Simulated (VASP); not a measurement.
# SiC (Cmc2_1) in VASP: electric field gradients with PBE

Aim: the electric field gradients of SiC with PBE.

Everything below comes from runs of VASP 6.6.1. Logs are shortened: lines on timing, memory, paths and dates and some standing lists are left out, and cuts for length are marked.

### 1 The cell of the first run

Symmetry: Cmc2_1, No. 36, orthorhombic system. Conventional cell: a = 3.078 Å, b = 5.335 Å, c = 15.122 Å, α = 90.00°, β = 90.00°, γ = 90.00°. Within 2.5 Å of Si (site symmetry m) lie 4 C at 1.87 to 1.91 Å. Within 2.5 Å of Si (site symmetry m) lie 4 C at 1.87 to 1.92 Å. Si (site symmetry m) has 4 C at 1.87 to 1.92 Å within 2.5 Å. C (site symmetry m) has 4 Si at 1.87 to 1.92 Å within 2.5 Å. C (site symmetry m) has 4 Si at 1.87 to 1.92 Å within 2.5 Å. Within 2.5 Å of C (site symmetry m) lie 4 Si at 1.87 to 1.91 Å.

### 2 Electric field gradients, PBE

File INCAR:

```
SYSTEM = SiC
PREC = Accurate ; ENCUT = 520
EDIFF = 1E-8 ; ISMEAR = -1
SIGMA = 0.02 ; LREAL = .False.
LASPH = .True. ; NELM = 100
ALGO = Normal ; ISIF = 2
LWAVE = .False. ; LCHARG = .False.
GGA = PE ; LEFG = .True.
NBANDS = 36
```

File KPOINTS:

```
regular mesh
0
Gamma
  10 10 2
  0 0 0
```

File POSCAR:

```
SiC
1.0
    1.5389000000     -2.6675000000      0.0000000000
    1.5389000000      2.6675000000      0.0000000000
    0.0000000000      0.0000000000     15.1219000000
Si C
6 6
Direct
    0.1673000000      0.8327000000      0.8580000000
    0.8327000000      0.1673000000      0.3580000000
    0.5007000000      0.4993000000      0.5241000000
    0.4993000000      0.5007000000      0.0241000000
    0.8357000000      0.1643000000      0.6912400000
    0.1643000000      0.8357000000      0.1912400000
    0.4960000000      0.5040000000      0.6503000000
    0.5040000000      0.4960000000      0.1503000000
    0.1600000000      0.8400000000      0.9817000000
    0.8400000000      0.1600000000      0.4817000000
    0.8290000000      0.1710000000      0.8168000000
    0.1710000000      0.8290000000      0.3168000000
```

Potentials or basis: VASP PAW PBE potentials, release 64 (Si, C).

Run with:

```
cat potpaw_PBE.64/Si/POTCAR potpaw_PBE.64/C/POTCAR > POTCAR
mpirun -np 1 vasp_std > vasp.out
```

OUTCAR:

```text
SYSTEM = SiC
   PREC = Accurate
   ENCUT = 520
   EDIFF = 1E-8
   ISMEAR = -1
   LREAL = .False.
   LASPH = .True.
   NELM = 100
   ISIF = 2
   GGA = PE

 ion  position               nearest neighbor table
   1  0.167  0.833  0.858-  11 1.87  11 1.87   9 1.87  11 1.91   4 3.07   4 3.08   4 3.08   5 3.08
                             5 3.09   5 3.09
   2  0.833  0.167  0.358-  12 1.87  12 1.87  10 1.87  12 1.91   3 3.07   3 3.08   3 3.08   6 3.08
                             6 3.09   6 3.09
   3  0.501  0.499  0.524-  10 1.87  10 1.87   7 1.91  10 1.92   2 3.07   2 3.08   2 3.08   5 3.09
                             5 3.09   5 3.10
   4  0.499  0.501  0.024-   9 1.87   9 1.87   8 1.91   9 1.92   1 3.07   1 3.08   1 3.08   6 3.09
                             6 3.09   6 3.10
   5  0.836  0.164  0.691-   7 1.87   7 1.87  11 1.90   7 1.92   1 3.08   3 3.09   3 3.09   1 3.09
                             1 3.09   3 3.10
   6  0.164  0.836  0.191-   8 1.87   8 1.87  12 1.90   8 1.92   2 3.08   4 3.09   4 3.09   2 3.09
                             2 3.09   4 3.10
   7  0.496  0.504  0.650-   5 1.87   5 1.87   3 1.91   5 1.92
   8  0.504  0.496  0.150-   6 1.87   6 1.87   4 1.91   6 1.92
   9  0.160  0.840  0.982-   1 1.87   4 1.87   4 1.87   4 1.92
  10  0.840  0.160  0.482-   2 1.87   3 1.87   3 1.87   3 1.92
  11  0.829  0.171  0.817-   1 1.87   1 1.87   5 1.90   1 1.91
  12  0.171  0.829  0.317-   2 1.87   2 1.87   6 1.90   2 1.91

  LATTYP: Found a base centered orthorhombic cell.
 ALAT       =     3.0778000000
 B/A-ratio  =     1.7333809864
 C/A-ratio  =     4.9132172331

  Lattice vectors:

 A1 = (   1.5389000000,  -2.6675000000,   0.0000000000)
 A2 = (   1.5389000000,   2.6675000000,   0.0000000000)
 A3 = (   0.0000000000,   0.0000000000,  15.1219000000)

Analysis of symmetry for initial positions (statically):
=====================================================================
 Subroutine PRICEL returns:
 Original cell was already a primitive cell.

 Routine SETGRP: Setting up the symmetry group for a
 base centered orthorhombic supercell.

 Subroutine GETGRP returns: Found  4 space group operations
 (whereof  2 operations were pure point group operations)
 out of a pool of  8 trial point group operations.

The static configuration has the point symmetry C_1h.
 The point group associated with its full space group is C_2v.

Analysis of symmetry for dynamics (positions and initial velocities):
=====================================================================
 Subroutine PRICEL returns:
 Original cell was already a primitive cell.

 Routine SETGRP: Setting up the symmetry group for a
 base centered orthorhombic supercell.

 Subroutine GETGRP returns: Found  4 space group operations
 (whereof  2 operations were pure point group operations)
 out of a pool of  8 trial point group operations.

The dynamic configuration has the point symmetry C_1h.
 The point group associated with its full space group is C_2v.

 Subroutine INISYM returns: Found  4 space group operations
 (whereof  2 operations are pure point group operations),
 and found     1 'primitive' translations

----------------------------------------------------------------------------------------

                                     Primitive cell

  volume of cell :     124.1513

  direct lattice vectors                    reciprocal lattice vectors
     1.538900000 -2.667500000  0.000000000     0.324907401 -0.187441425  0.000000000
     1.538900000  2.667500000  0.000000000     0.324907401  0.187441425  0.000000000
     0.000000000  0.000000000 15.121900000     0.000000000  0.000000000  0.066129256

  length of vectors
     3.079572935  3.079572935 15.121900000     0.375098796  0.375098796  0.066129256

  position of ions in fractional coordinates (direct lattice)
     0.167300000  0.832700000  0.858000000
     0.832700000  0.167300000  0.358000000
     0.500700000  0.499300000  0.524100000
     0.499300000  0.500700000  0.024100000
     0.835700000  0.164300000  0.691240000
     0.164300000  0.835700000  0.191240000
     0.496000000  0.504000000  0.650300000
     0.504000000  0.496000000  0.150300000
     0.160000000  0.840000000  0.981700000
     0.840000000  0.160000000  0.481700000
     0.829000000  0.171000000  0.816800000
     0.171000000  0.829000000  0.316800000

  ion indices of the primitive-cell ions
   primitive index   ion index
                 1           1
                 2           2
                 3           3
                 4           4
[... 76 lines left out ...]
   LSORBIT =      F    spin-orbit coupling
   LASPH  =      T    aspherical Exc in radial PAW
   ENCUT  =  520.0 eV  38.22 Ry    6.18 a.u.   5.73  5.73 28.12*2*pi/ulx,y,z
   NELM   =    100;   NELMIN=  2; NELMDL= -5     # of ELM steps
   EDIFF  = 0.1E-07   stopping-criterion for ELM
   LREAL  =      F    real-space projection
   EDIFFG = 0.1E-06   stopping-criterion for IOM
   NSW    =      0    number of steps for IOM
   IBRION =     -1    ionic relax: 0-MD 1-quasi-New 2-CG
   NFREE  =      0    steps in history (QN), initial steepest desc. (CG)
   ISIF   =      2    stress and relaxation
   ISYM   =      2    0-nonsym 1-usesym 2-fastsym
   POTIM  = 0.5000    time-step for ionic-motion
   TEBEG  =    0.0;   TEEND  =   0.0 temperature during run
   PSTRESS=    0.0 pullay stress
   NELECT =      48.0000    total number of electrons
   NUPDOWN=      -1.0000    fix difference up-down
   EMIN   =  10.00;   EMAX   =-10.00  energy-range for DOS
   EFERMI =   0.00;   METHOD = LEGACY
   ISMEAR =    -1;   SIGMA  =   0.02  broadening in eV -4-tet -1-fermi 0-gaus
   EFERMI_NEDOS =   21; number of points for ismear=-14 and -15
   IALGO  =     38    algorithm
   IMIX   =      4    mixing-type and parameters
     AMIX     =   0.40;   BMIX     =  1.00
     AMIX_MAG =   1.60;   BMIX_MAG =  1.00
  volume/ion in A,a.u.               =      10.35        69.82
  Fermi-wavevector in a.u.,A,eV,Ry     =   1.192628  2.253739 19.352390  1.422361
  Thomas-Fermi vector in A             =   2.328661
   LORBIT       =      0    0 simple, 1 ext, 2 COOP (PROOUT), +10 PAW based schemes
   GGA     = PE    functional components
   LHFCALC =     F    Hartree Fock is set to
   AEXX    =    0.0000 exact exchange contribution
   IVDW    =     0    specifies the selected vdW correction
   LEPSILON=     F    determine dielectric tensor
   LRPA    =     F    only Hartree local field effects (RPA)
 non-spin polarized calculation
  energy-cutoff  :      520.00
  volume of cell :      124.15
 maximum number of plane-waves:      3363
   NGX = 11   NGY = 11   NGZ = 57

 number of electron      48.0000003 magnetization

 Free energy of the ion-electron system (eV)
  ---------------------------------------------------
  ext. energy  EPLUGINS =         0.00000000
  ---------------------------------------------------
  free energy    TOTEN  =       -90.28729093 eV

  energy without entropy =      -90.28729093  energy(sigma->0) =      -90.28729093

 E-fermi :   8.6306     XC(G=0): -11.3546

 val. band max:        8.2555016682   @ k =   0.0000   0.0000   0.0000
 cond. band min:      10.1323925669   @ k =   0.5000   0.5000   0.0000
 fundamental gap:      1.8768908987
 Fermi energy:         8.6306265610

 k-point     1 :       0.0000    0.0000    0.0000
  band No.  band energies     occupation
      1      -7.3051      2.00000
      2      -6.8010      2.00000
      3      -6.7313      2.00000
      4      -5.2776      2.00000
      5      -5.2065      2.00000
      6      -3.7466      2.00000
[... 925 lines left out ...]
     35      17.0277      0.00000
     36      17.4761      0.00000

 [... further k-points ...]

------------------------ aborting loop because EDIFF is reached ----------------------------------------

  FORCE on cell =-STRESS in cart. coord.  units (eV):
  Direction    XX          YY          ZZ          XY          YZ          ZX
  --------------------------------------------------------------------------------------
  -------------------------------------------------------------------------------------
  Total        4.2457837      1.2512730      2.2067757      0.0000000      0.0000000      0.0000000
  in kB       54.7920140     16.1477299     28.4785310      0.0000000      0.0000000      0.0000000
  external PRESSURE =      33.1394250 kB  Pullay stress =       0.0000000 kB

 VOLUME and BASIS-vectors are now :
 -----------------------------------------------------------------------------
  energy-cutoff  :      520.00
  volume of cell :      124.15
      direct lattice vectors                 reciprocal lattice vectors
     1.538900000 -2.667500000  0.000000000     0.324907401 -0.187441425  0.000000000
     1.538900000  2.667500000  0.000000000     0.324907401  0.187441425  0.000000000
     0.000000000  0.000000000 15.121900000     0.000000000  0.000000000  0.066129256

 POSITION                                       TOTAL-FORCE (eV/Angst)
 -----------------------------------------------------------------------------------
      1.53890      1.77495     12.97459         0.000000      0.511419     -0.222787
      1.53890     -1.77495      5.41364         0.000000     -0.511419     -0.222787
      1.53890     -0.00373      7.92539         0.000000     -0.446756      0.106564
      1.53890      0.00373      0.36444         0.000000      0.446756      0.106564
      1.53890     -1.79096     10.45286         0.000000      0.652128      0.218272
      1.53890      1.79096      2.89191         0.000000     -0.652128      0.218272
      1.53890      0.02134      9.83377         0.000000     -0.611844     -0.296864
      1.53890     -0.02134      2.27282         0.000000      0.611844     -0.296864
      1.53890      1.81390     14.84517         0.000000     -0.597568      0.412760
      1.53890     -1.81390      7.28422         0.000000      0.597568      0.412760
      1.53890     -1.75522     12.35157         0.000000     -0.522486     -0.217946
      1.53890      1.75522      4.79062         0.000000      0.522486     -0.217946
 -----------------------------------------------------------------------------------
    total drift:                               -0.000000      0.000000      0.000062

  FREE ENERGIE OF THE ION-ELECTRON SYSTEM (eV)
  ---------------------------------------------------
  free  energy   TOTEN  =       -90.2872909255 eV

  energy  without entropy=      -90.2872909254  energy(sigma->0) =      -90.28729093

 Electric field gradients (V/A^2)
---------------------------------------------------------------------
 ion       V_xx      V_yy      V_zz      V_xy      V_xz      V_yz
---------------------------------------------------------------------
   1      -5.827     5.662     0.165    -0.000    -0.000    -4.319
   2      -5.827     5.662     0.165    -0.000    -0.000     4.319
   3      -7.176     6.188     0.988     0.000    -0.000     3.019
   4      -7.176     6.188     0.988    -0.000     0.000    -3.019
   5      -9.861     5.590     4.271     0.000    -0.000    -5.281
   6      -9.861     5.590     4.271     0.000    -0.000     5.281
   7      -2.154    -1.038     3.191     0.000     0.000    -0.303
   8      -2.154    -1.038     3.191    -0.000    -0.000     0.303
   9      -0.579     1.258    -0.679     0.000     0.000    -0.770
  10      -0.579     1.258    -0.679     0.000     0.000     0.770
  11      -0.827    -0.020     0.847    -0.000    -0.000    -0.101
  12      -0.827    -0.020     0.847     0.000    -0.000     0.101
---------------------------------------------------------------------

 Electric field gradients after diagonalization (V/A^2)
 (convention: |V_zz| > |V_xx| > |V_yy|)
----------------------------------------------------------------------
 ion       V_xx      V_yy      V_zz     asymmetry (V_yy - V_xx)/ V_zz
----------------------------------------------------------------------
   1      -5.827    -2.206     8.033       0.451
   2      -5.827    -2.206     8.033       0.451
   3      -7.176    -0.397     7.573       0.895
   4      -7.176    -0.397     7.573       0.895
   5      -9.861    -0.392    10.252       0.924
   6      -9.861    -0.392    10.252       0.924
   7      -2.154    -1.059     3.213       0.341
   8      -2.154    -1.059     3.213       0.341
   9      -0.948    -0.579     1.526       0.242
  10      -0.948    -0.579     1.526       0.242
  11      -0.827    -0.032     0.859       0.927
  12      -0.827    -0.032     0.859       0.927
----------------------------------------------------------------------

           NMR quadrupolar parameters

 Cq : quadrupolar parameter    Cq=e*Q*V_zz/h
 eta: asymmetry parameters     (V_yy - V_xx)/ V_zz
 Q  : nuclear electric quadrupole moment in mb (millibarn)
----------------------------------------------------------------------
 ion       Cq(MHz)       eta       Q (mb)
----------------------------------------------------------------------
   1       0.019       0.451       1.000
   2       0.019       0.451       1.000
   3       0.018       0.895       1.000
   4       0.018       0.895       1.000
   5       0.025       0.924       1.000
   6       0.025       0.924       1.000
   7       0.008       0.341       1.000
   8       0.008       0.341       1.000
   9       0.004       0.242       1.000
  10       0.004       0.242       1.000
  11       0.002       0.927       1.000
  12       0.002       0.927       1.000
----------------------------------------------------------------------
```

Run time: 5.4 min. Hardware: 1 thread of Oxide Virtual Turin-like, shared host; peak memory 0.31 GiB.

Results:

```
Free energy                             : -90.2873 eV
Pressure                                : 3.3 GPa
Largest force                           : 0.726 eV/Å
Band gap on the k mesh                  : 1.88 eV (least direct gap 3.12 eV)
Largest electric field gradient by atom : Si +8.0, +7.6, +10.3 (each value once); C +3.2, +1.5, +0.9 (each value once) V/Å²
```

Forces in eV/Å, atoms in the order of the input:
```
Si   0.000  0.511 -0.223
Si   0.000 -0.511 -0.223
Si   0.000 -0.447  0.107
Si   0.000  0.447  0.107
Si   0.000  0.652  0.218
Si   0.000 -0.652  0.218
C    0.000 -0.612 -0.297
C    0.000  0.612 -0.297
C    0.000 -0.598  0.413
C    0.000  0.598  0.413
C    0.000 -0.522 -0.218
C    0.000  0.522 -0.218
```

Stress tensor (GPa, compression positive):
```
5.48 0.00 0.00
0.00 1.61 0.00
0.00 0.00 2.85
```

Levels at points of the mesh, in eV from the valence-band top:
```
           k point  band 22  band 23  band 24  band 25  band 26  band 27
(0.00, 0.00, 0.00)    -0.22    -0.11     0.00     5.08     5.24     5.68
(0.50, 0.00, 0.00)    -1.88    -1.72    -1.16     1.96     2.11     3.12
(0.50, 0.50, 0.00)    -1.93    -1.71    -1.29     1.88     2.11     3.10
(0.00, 0.00, 0.50)    -0.31    -0.09    -0.09     5.15     5.15     5.91
(0.50, 0.00, 0.50)    -1.83    -1.36    -1.36     1.98     1.98     3.34
(0.50, 0.50, 0.50)    -1.81    -1.49    -1.49     1.95     1.95     3.29
```

Electric field gradients, principal values (V/Å²):
```
atom   least  middle  greatest (by size)
1 Si  -2.206  -5.827               8.033
2 Si  -2.206  -5.827               8.033
3 Si  -0.397  -7.176               7.573
4 Si  -0.397  -7.176               7.573
5 Si  -0.392  -9.861              10.252
6 Si  -0.392  -9.861              10.252
 7 C  -1.059  -2.154               3.213
 8 C  -1.059  -2.154               3.213
 9 C  -0.579  -0.948               1.526
10 C  -0.579  -0.948               1.526
11 C  -0.032  -0.827               0.859
12 C  -0.032  -0.827               0.859
```

Caveat: the cell stands under pressure; without QUAD_EFG the Cq values of the log hold for a quadrupole moment of 1 mb, not for the nuclei. As with any semilocal functional, this PBE gap is likely too small.
